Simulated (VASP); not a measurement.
# GaPt2F (P6/mmm) in VASP: a series of runs

The runs below take GaPt2F through single point, relaxation of cell and atoms, with PBE.

Program: VASP 6.6.1. These are calculated values, not measurements. Logs are shortened: lines on timing, memory, paths and dates and some standing lists are left out, and cuts for length are marked.

**1. The cell of the first run**

The structure is hexagonal, space group P6/mmm (No. 191). The conventional cell has a = 3.378 Å, b = 3.378 Å, c = 6.136 Å, α = 90.00°, β = 90.00°, γ = 120.00°. Ga (site symmetry 6/mmm) has 2 Pt at 1.68 Å within 2.2 Å. Pt (site symmetry 6mm) has 1 F at 1.39 Å and 1 Ga at 1.68 Å within 1.9 Å. F (site symmetry 6/mmm) has 2 Pt at 1.39 Å within 1.9 Å.

The cell was built from a structure type or drawn by symmetry, and may not be a known phase.

**2. Single point, PBE**

File INCAR:

```
SYSTEM = GaPt2F
PREC     = Accurate       ! precision mode
ENCUT    = 520            ! plane-wave cutoff, eV
EDIFF    = 1E-7           ! SCF threshold, eV
ISMEAR   = 0              ! smearing method
SIGMA    = 0.1            ! smearing width, eV
LREAL    = .False.        ! projectors in reciprocal space
LASPH    = .True.         ! aspherical terms in the spheres
NELM     = 80             ! most SCF steps
ALGO     = Normal         ! electronic algorithm
ISIF     = 2              ! what is computed and relaxed
LWAVE    = .False.        ! write WAVECAR
LCHARG   = .False.        ! write CHGCAR
GGA      = PE             ! functional
NBANDS   = 28             ! bands
```

File KPOINTS:

```
regular mesh
0
Gamma
  6 6 4
  0 0 0
```

File POSCAR:

```
GaPt2F
1.0
    3.3781497800      0.0000000000      0.0000000000
   -1.6890748900      2.9255635300      0.0000000000
    0.0000000000      0.0000000000      6.1358355300
Ga Pt F
1 2 1
Direct
    0.0000000000      0.0000000000      0.0000000000
    0.0000000000      0.0000000000      0.2735285200
    0.0000000000      0.0000000000      0.7264714800
    0.0000000000      0.0000000000      0.5000000000
```

Potentials or basis: VASP PAW PBE potentials, release 64 (Ga_d, Pt, F).

On the command line:

```console
> cat potpaw_PBE.64/Ga_d/POTCAR potpaw_PBE.64/Pt/POTCAR potpaw_PBE.64/F/POTCAR > POTCAR
> mpirun -np 1 vasp_std > vasp.out
```

OUTCAR:

```text
SYSTEM = GaPt2F
   PREC = Accurate
   ENCUT = 520
   EDIFF = 1E-7
   ISMEAR = 0
   LREAL = .False.
   LASPH = .True.
   NELM = 80
   ISIF = 2
   GGA = PE

 ion  position               nearest neighbor table
   1  0.000  0.000  0.000-   2 1.68   3 1.68
   2  0.000  0.000  0.274-   4 1.39   1 1.68   3 2.78   3 3.36
   3  0.000  0.000  0.726-   4 1.39   1 1.68   2 2.78   2 3.36
   4  0.000  0.000  0.500-   2 1.39   3 1.39

  LATTYP: Found a hexagonal cell.
 ALAT       =     3.3781497800
 C/A-ratio  =     1.8163302191

  Lattice vectors:

 A1 = (   3.3781497800,   0.0000000000,   0.0000000000)
 A2 = (  -1.6890748900,   2.9255635300,   0.0000000000)
 A3 = (   0.0000000000,   0.0000000000,   6.1358355300)

Analysis of symmetry for initial positions (statically):
=====================================================================
 Subroutine PRICEL returns:
 Original cell was already a primitive cell.

 Routine SETGRP: Setting up the symmetry group for a
 hexagonal supercell.

 Subroutine GETGRP returns: Found 24 space group operations
 (whereof 24 operations were pure point group operations)
 out of a pool of 24 trial point group operations.

The static configuration has the point symmetry D_6h.

Analysis of symmetry for dynamics (positions and initial velocities):
=====================================================================
 Subroutine PRICEL returns:
 Original cell was already a primitive cell.

 Routine SETGRP: Setting up the symmetry group for a
 hexagonal supercell.

 Subroutine GETGRP returns: Found 24 space group operations
 (whereof 24 operations were pure point group operations)
 out of a pool of 24 trial point group operations.

The dynamic configuration has the point symmetry D_6h.

 Subroutine INISYM returns: Found 24 space group operations
 (whereof 24 operations are pure point group operations),
 and found     1 'primitive' translations

----------------------------------------------------------------------------------------

                                     Primitive cell

  volume of cell :      60.6404

  direct lattice vectors                    reciprocal lattice vectors
     3.378149780  0.000000000  0.000000000     0.296020030  0.170907244  0.000000000
    -1.689074890  2.925563530  0.000000000     0.000000000  0.341814488  0.000000000
     0.000000000  0.000000000  6.135835530     0.000000000  0.000000000  0.162976989

  length of vectors
[... 82 lines left out ...]
   EDIFF  = 0.1E-06   stopping-criterion for ELM
   LREAL  =      F    real-space projection
   EDIFFG = 0.1E-05   stopping-criterion for IOM
   NSW    =      0    number of steps for IOM
   IBRION =     -1    ionic relax: 0-MD 1-quasi-New 2-CG
   NFREE  =      0    steps in history (QN), initial steepest desc. (CG)
   ISIF   =      2    stress and relaxation
   ISYM   =      2    0-nonsym 1-usesym 2-fastsym
   POTIM  = 0.5000    time-step for ionic-motion
   TEBEG  =    0.0;   TEEND  =   0.0 temperature during run
   PSTRESS=    0.0 pullay stress
   NELECT =      40.0000    total number of electrons
   NUPDOWN=      -1.0000    fix difference up-down
   EMIN   =  10.00;   EMAX   =-10.00  energy-range for DOS
   EFERMI =   0.00;   METHOD = LEGACY
   ISMEAR =     0;   SIGMA  =   0.10  broadening in eV -4-tet -1-fermi 0-gaus
   EFERMI_NEDOS =   21; number of points for ismear=-14 and -15
   IALGO  =     38    algorithm
   IMIX   =      4    mixing-type and parameters
     AMIX     =   0.40;   BMIX     =  1.00
     AMIX_MAG =   1.60;   BMIX_MAG =  1.00
  volume/ion in A,a.u.               =      15.16       102.31
  Fermi-wavevector in a.u.,A,eV,Ry     =   1.425085  2.693020 27.631628  2.030867
  Thomas-Fermi vector in A             =   2.545507
   LORBIT       =      0    0 simple, 1 ext, 2 COOP (PROOUT), +10 PAW based schemes
   GGA     = PE    functional components
   LHFCALC =     F    Hartree Fock is set to
   AEXX    =    0.0000 exact exchange contribution
   IVDW    =     0    specifies the selected vdW correction
   LEPSILON=     F    determine dielectric tensor
   LRPA    =     F    only Hartree local field effects (RPA)
 non-spin polarized calculation
 Gauss-broadening in eV      SIGMA  =   0.10
  energy-cutoff  :      520.00
  volume of cell :       60.64
 maximum number of plane-waves:      1666
 NGX is ok and might be reduce to    28
   NGX = 13   NGY = 13   NGZ = 23

 number of electron      39.9999995 magnetization

 Free energy of the ion-electron system (eV)
  ---------------------------------------------------
  ext. energy  EPLUGINS =         0.00000000
  ---------------------------------------------------
  free energy    TOTEN  =        23.95345799 eV

  energy without entropy =       23.96129193  energy(sigma->0) =       23.95737496

 E-fermi :   8.0470     XC(G=0): -11.3722

 val. band max:        8.0305137696   @ k =   0.1667   0.1667   0.5000
 cond. band min:       8.0944560692   @ k =   0.3333  -0.0000   0.5000
 fundamental gap:      0.0639422995
 Fermi energy:         8.0469885230

 k-point     1 :       0.0000    0.0000    0.0000
  band No.  band energies     occupation
      1     -25.4216      2.00000
      2     -11.1122      2.00000
      3     -10.3768      2.00000
      4      -9.5444      2.00000
      5      -9.5444      2.00000
      6      -7.7956      2.00000
[... 640 lines left out ...]
     27      17.3463      0.00000
     28      19.1348      0.00000

------------------------ aborting loop because EDIFF is reached ----------------------------------------

  FORCE on cell =-STRESS in cart. coord.  units (eV):
  Direction    XX          YY          ZZ          XY          YZ          ZX
  --------------------------------------------------------------------------------------
  -------------------------------------------------------------------------------------
  Total        1.1131580      1.1131580    280.2526290      0.0000000      0.0000000     -0.0000000
  in kB       29.4106920     29.4106921   7404.5408416      0.0000000      0.0000000     -0.0000000
  external PRESSURE =    2487.7874086 kB  Pullay stress =       0.0000000 kB

 VOLUME and BASIS-vectors are now :
 -----------------------------------------------------------------------------
  energy-cutoff  :      520.00
  volume of cell :       60.64
      direct lattice vectors                 reciprocal lattice vectors
     3.378149780  0.000000000  0.000000000     0.296020030  0.170907244  0.000000000
    -1.689074890  2.925563530  0.000000000     0.000000000  0.341814488  0.000000000
     0.000000000  0.000000000  6.135835530     0.000000000  0.000000000  0.162976989

 POSITION                                       TOTAL-FORCE (eV/Angst)
 -----------------------------------------------------------------------------------
      0.00000      0.00000      0.00000        -0.000000     -0.000000      0.000000
      0.00000      0.00000      1.67833         0.000000     -0.000000    -18.836096
      0.00000      0.00000      4.45751        -0.000000      0.000000     18.836096
      0.00000      0.00000      3.06792        -0.000000     -0.000000      0.000000
 -----------------------------------------------------------------------------------
    total drift:                               -0.000000     -0.000000      0.000000

  FREE ENERGIE OF THE ION-ELECTRON SYSTEM (eV)
  ---------------------------------------------------
  free  energy   TOTEN  =        23.9534579898 eV

  energy  without entropy=       23.9612919259  energy(sigma->0) =       23.95737496
```

It took 77 s on 1 thread of Intel Xeon 8259CL, shared host; peak memory 0.2 GiB.

What came out:

```yaml
Free_energy: 23.9535 eV
Pressure: 248.8 GPa
Largest_force: 18.836 eV/Å
Band_gap_on_the_k_mesh: zero (bands 20 and 21 overlap by 0.38 eV)
```

Forces on the atoms (eV/Å):
```
Ga    0.000   0.000   0.000
Pt    0.000   0.000 -18.836
Pt    0.000   0.000  18.836
F     0.000   0.000   0.000
```

Stress tensor (GPa, compression positive):
```
  2.94   0.00   0.00
  0.00   2.94   0.00
  0.00   0.00 740.45
```

Caveat: atoms lie so close that the PAW spheres overlap strongly, which falsifies energies and pressures; the cell stands under pressure; spin-orbit coupling is left out, which moves the levels of the heavy elements; forces of over 1 eV/Å act on the atoms, so gaps and moduli don't describe the material at rest.

(Part 1 of 4 ends here.)
